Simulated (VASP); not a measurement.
Runs of VASP 6.6.1 on Fe2O (antifluorite type). The structure is that of space group Fm-3m (No. 225), or close to it. The cells are those of the table. 

```tsv
cell	k mesh	gap on the mesh (eV)	pressure (GPa)
a = 3.487 Å, angles 60.0°, 3 atoms	19 × 19 × 19	none	(a)
a = 3.487 Å, angles 60.0°, 3 atoms	13 × 13 × 13	none	-3.4
a = 3.532 Å, angles 60.0°, 3 atoms	13 × 13 × 13	none	-10.1
a = 3.417 Å, angles 60.0°, 3 atoms	19 × 19 × 19	none	9.6
a = 3.393 Å, angles 60.0°, 3 atoms	19 × 19 × 19	none	15.1
a = 3.464 Å, angles 60.0°, 3 atoms	19 × 19 × 19	none	0.4
a = 3.417 Å, angles 60.0°, 3 atoms	13 × 13 × 13	none	9.6
a = 3.393 Å, angles 60.0°, 3 atoms	13 × 13 × 13	none	15.1
```

Alike in all rows: task single point; level PBE; potentials or basis VASP PAW PBE potentials, release 64 (Fe, O); no spin polarisation; cutoff (eV) 520; smearing fermi-dirac 0.0612256 eV.

Q: Estimate the missing entries.

A: (a) -3.5.

Caveats: the run has no spin polarisation, though such a crystal can be magnetic.

A gap of «none» marks levels without a gap at the run's occupations.
